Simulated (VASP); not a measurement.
Mg5SnN2: relaxation of cell and atoms with PBE

The system is Mg5SnN2.

```
Mg Sn N
1.0
     3.42208    0.00828   -0.01769
    -1.70387    2.98490    0.00600
    -0.07132   -0.01324   13.83869
Mg Sn N
5 1 2
Direct
  0.30713 0.67897 0.20727
  0.69494 0.33968 0.85594
  0.00438 0.01180 0.35581
  0.01749 0.94685 0.65162
  0.29744 0.67232 0.52032
  0.05364 0.04107 0.04386
  0.29616 0.63883 0.35956
  0.66216 0.33714 0.58896
```

| Item | Value |
| --- | --- |
| Program | VASP 6.6.1 |
| Task | relaxation of cell and atoms |
| Functional | PBE |
| Potentials or basis | VASP PAW PBE potentials, release 64 (Mg, Sn_d, N) |
| Cutoff | 600 eV |
| k mesh | 6 × 6 × 2 |
| Occupations | gaussian, width 0.2 eV |
| Spin | no spin polarisation |
| Dipole correction | no |
| Further INCAR settings | ALGO = Normal; EDIFF = 1e-06; IBRION = 2; EDIFFG = -0.025; NSW = 80; ISIF = 3 |

```
Relaxed volume                        : 17.69 Å³/atom
Relaxed cell                          : a = 3.388 Å, b = 3.541 Å, c = 13.860 Å, α = 89.22°, β = 91.14°, γ = 121.67°
Space group after relaxing (to 0.1 Å) : P1 (No. 1)
Energy gained by relaxing             : 71.9 meV/atom
Ionic steps                           : 24
Pressure after relaxing               : 0.0 GPa
Largest force after relaxing          : 0.024 eV/Å
Band gap on the k mesh                : zero (bands 17 and 18 overlap by 0.66 eV)
```

Forces in eV/Å, atoms in the order of the input:
```
Mg  -0.003  0.000  0.005
Mg  -0.005  0.004  0.015
Mg   0.004  0.011 -0.001
Mg  -0.003  0.014 -0.002
Mg   0.010  0.005  0.004
Sn  -0.003 -0.024 -0.001
N   -0.003 -0.019 -0.005
N    0.004  0.010 -0.014
```

The path:
```tsv
step	energy change (eV)	largest force (eV/Å)	pressure (GPa)	volume (Å³)
1	0.0000	2.5287	2.27	141.55
2	-0.4346	0.9810	-1.53	146.70
3	-0.4442	0.7108	-1.19	145.98
4	-0.5195	0.3355	-0.50	143.75
5	-0.5258	0.4585	-0.18	142.92
6	-0.5465	0.1780	0.21	141.86
7	-0.5478	0.2440	0.37	141.52
8	-0.5564	0.1350	0.08	142.00
9	-0.5572	0.1989	-0.03	142.21
10	-0.5618	0.0874	-0.15	142.34
11	-0.5631	0.1849	-0.25	142.45
12	-0.5665	0.1291	-0.16	142.15
13	-0.5687	0.1173	0.03	141.64
14	-0.5707	0.0885	0.08	141.49
15	-0.5717	0.1489	0.15	141.29
16	-0.5735	0.0535	0.01	141.51
17	-0.5736	0.0636	-0.03	141.58
18	-0.5741	0.0409	-0.01	141.55
19	-0.5742	0.0593	0.00	141.53
20	-0.5746	0.0361	0.01	141.51
21	-0.5748	0.0439	0.02	141.48
22	-0.5751	0.0287	0.00	141.51
23	-0.5753	0.0383	-0.01	141.52
24	-0.5755	0.0244	0.01	141.50
```

Final structure:
```cif
data_structure
_symmetry_space_group_name_H-M 'P 1'
_symmetry_Int_Tables_number 1
_cell_length_a 3.3878
_cell_length_b 3.5413
_cell_length_c 13.8602
_cell_angle_alpha 89.220
_cell_angle_beta 91.140
_cell_angle_gamma 121.665
_cell_volume 141.50
loop_
_atom_site_label
_atom_site_type_symbol
_atom_site_fract_x
_atom_site_fract_y
_atom_site_fract_z
_atom_site_occupancy
Mg1 Mg 0.31565 0.67029 0.20740 1
Mg2 Mg 0.69705 0.33904 0.85081 1
Mg3 Mg 0.02099 0.01391 0.35968 1
Mg4 Mg 0.99911 0.98446 0.66193 1
Mg5 Mg 0.31310 0.65102 0.51699 1
Sn1 Sn 0.00361 0.02231 0.03838 1
N1 N 0.33257 0.67049 0.36081 1
N2 N 0.65126 0.31514 0.58733 1
```

Levels at points of the mesh, in eV from the Fermi level:
| k point | band 15 | band 16 | band 17 | band 18 | band 19 | band 20 |
| --- | --- | --- | --- | --- | --- | --- |
| (0.00, 0.00, 0.00) | -1.51 | -1.44 | -0.04 | 0.63 | 3.40 | 3.99 |
| (0.50, 0.00, 0.00) | -2.27 | -1.77 | -0.67 | 0.34 | 1.10 | 1.67 |
| (0.00, 0.50, 0.00) | -2.12 | -1.86 | -0.98 | 0.01 | 0.93 | 1.53 |
| (0.50, 0.50, 0.00) | -2.12 | -1.84 | -0.87 | -0.20 | 0.93 | 1.66 |
| (0.00, 0.00, 0.50) | -1.51 | -1.43 | -1.22 | 1.84 | 2.42 | 4.55 |
| (0.50, 0.00, 0.50) | -2.27 | -1.67 | -0.48 | 0.11 | 0.65 | 1.92 |
| (0.00, 0.50, 0.50) | -1.95 | -1.86 | -0.78 | -0.26 | 0.46 | 2.04 |
| (0.50, 0.50, 0.50) | -2.01 | -1.83 | -0.68 | -0.37 | 0.48 | 1.89 |

Wall time 27 min on 1 thread of Intel(R) Xeon(R) Platinum 8488C (Sapphire Rapids), on a shared host, peak memory 0.41 GiB.

Caveat: spin-orbit coupling is left out, which moves the levels of the heavy elements.
